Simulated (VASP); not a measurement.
The system is KMgF3.

```
CELL_PARAMETERS angstrom
3.98024 0.00000 0.00000
0.00000 3.98024 0.00000
0.00000 0.00000 3.98024
ATOMIC_POSITIONS crystal
K 0.00000 0.00000 0.00000
Mg 0.50000 0.50000 0.50000
F 0.50000 0.50000 0.00000
F 0.50000 0.00000 0.50000
F 0.00000 0.50000 0.50000
```

Base run:

- Program: VASP 6.6.1
- Functional: PBE
- Potentials or basis: VASP PAW PBE potentials, release 64 (K_sv, Mg, F)
- Cutoff: 520 eV
- k mesh: 6 × 6 × 6
- Occupations: fermi-dirac, width 0.02 eV
- Spin: no spin polarisation

Its results: band gap on the k mesh 7.34 eV, indirect (least direct gap 7.66 eV); pressure 3.7 GPa.

The run is repeated on the same cell with these changes: functional from PBE to r2SCAN; occupations from fermi-dirac, width 0.02 eV to gaussian, width 0.01 eV. What comes out?

Band gap on the k mesh 8.28 eV, indirect (least direct gap 8.60 eV); pressure -0.6 GPa.

Caveats: the PAW data sets were made with another functional, which shifts forces and pressure a little (some runs).

A k mesh can miss the band edges.
